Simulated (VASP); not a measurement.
A run of VASP 6.6.1 is set up as follows.

File INCAR:

```
SYSTEM = C
PREC     = Accurate       ! precision mode
ENCUT    = 520            ! plane-wave cutoff, eV
EDIFF    = 1E-6           ! SCF threshold, eV
ISMEAR   = 0              ! smearing method
SIGMA    = 0.05           ! smearing width, eV
LREAL    = .False.        ! projectors in reciprocal space
LASPH    = .True.         ! aspherical terms in the spheres
NELM     = 80             ! most SCF steps
ALGO     = Normal         ! electronic algorithm
ISIF     = 2              ! what is computed and relaxed
LWAVE    = .False.        ! write WAVECAR
LCHARG   = .False.        ! write CHGCAR
NBANDS   = 36             ! bands
```

KPOINTS

```
regular mesh
0
Gamma
  12 12 2
  0 0 0
```

POSCAR

```
C
1.0
    2.3758000000      0.0000000000      0.0000000000
   -1.1879000000      2.0575031543      0.0000000000
    0.0000000000      0.0000000000     12.7015000000
C
12
Direct
    0.0000000000      0.0000000000      0.1868599868
    0.0000000000      0.0000000000      0.6868599868
    0.0000000000      0.0000000000      0.3131400132
    0.0000000000      0.0000000000      0.8131400132
    0.3333333333      0.6666666667      0.5207718743
    0.6666666667      0.3333333333      0.0207718743
    0.3333333333      0.6666666667      0.9792281257
    0.6666666667      0.3333333333      0.4792281257
    0.3333333333      0.6666666667      0.6450609412
    0.6666666667      0.3333333333      0.1450609412
    0.3333333333      0.6666666667      0.8549390588
    0.6666666667      0.3333333333      0.3549390588
```

Potentials or basis: VASP PAW LDA potentials, release 64 (C).

The run is started by

```sh
$ cat potpaw_LDA.64/C/POTCAR > POTCAR
$ mpirun -np 1 vasp_std > vasp.out
```

**Question.** What does it give for the pressure?

**Answer.** 39.0 GPa.

**Question.** Estimate the band gap on the k mesh.

**Answer.** 3.47 eV, direct.

**Question.** Estimate the largest force.

**Answer.** 0.383 eV/Å.

Forces on the atoms (eV/Å):
```
C    0.000  0.000  0.362
C    0.000  0.000  0.362
C    0.000  0.000 -0.362
C    0.000  0.000 -0.362
C    0.000  0.000  0.383
C    0.000  0.000  0.383
C    0.000  0.000 -0.383
C    0.000  0.000 -0.383
C    0.000  0.000 -0.246
C    0.000  0.000 -0.246
C    0.000  0.000  0.246
C    0.000  0.000  0.246
```

A k mesh can miss the band edges. LDA gaps usually lie below the measured ones, often by a third to a half.
